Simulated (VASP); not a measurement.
Set up this calculation in VASP 6.6.1, as the native input.

* Task: single point
* Functional: PBE
* Dispersion: D3(BJ)
* Potentials or basis: VASP PAW PBE potentials, release 64 (Si)
* Cutoff: 520 eV
* k mesh: 9 × 9 × 1
* Occupations: gaussian, width 0.1 eV
* Spin: no spin polarisation
* Dipole correction: yes
* Further INCAR settings: ALGO = Normal; EDIFF = 1e-06; NBANDS = 16

The structure of Si lies in POSCAR:

```
Si
1.0
    3.8475254748      0.0000000000      0.0000000000
   -1.9237627374      3.3320548028      0.0000000000
    0.0000000000      0.0000000000     18.4415958287
Si
4
Direct
    0.3333333333      0.6666666667      0.2695427207
    0.6666666667      0.3333333333      0.2440135898
    0.1666666667      1.6666666667      0.5011277719
    0.5000000000      1.3333333333      0.4755986410
```

This cell differs from its parent crystal: layers slid over each other.

One way to write it, as run:

INCAR

```
  ALGO = Normal
  DIPOL = 0.5 0.5 0.373
  EDIFF = 1E-6
  ENCUT = 520
  GGA = PE
  IDIPOL = 3
  ISIF = 2
  ISMEAR = 0
  IVDW = 12
  LASPH = True
  LCHARG = False
  LDIPOL = True
  LREAL = False
  LWAVE = False
  NBANDS = 16
  NELM = 80
  PREC = Accurate
  SIGMA = 0.1
```

KPOINTS

```
k-points
0
Gamma
  9 9 1
```

Potentials or basis: VASP PAW PBE potentials, release 64 (Si).

Launch:

```sh
$ cat potpaw_PBE.64/Si/POTCAR > POTCAR
$ mpirun -np 1 vasp_std > vasp.out
```

Results of the run:

```
Largest force              : 0.125 eV/Å
Band gap on the k mesh     : 0.45 eV (least direct gap 0.60 eV)
Dispersion energy per atom : -0.248 eV
```

Caveat: the cell differs from its parent crystal (layers slid over each other).

Wall time 4.9 min on 1 thread of Intel Xeon 6975P-C, on a shared host, peak memory 0.4 GiB.
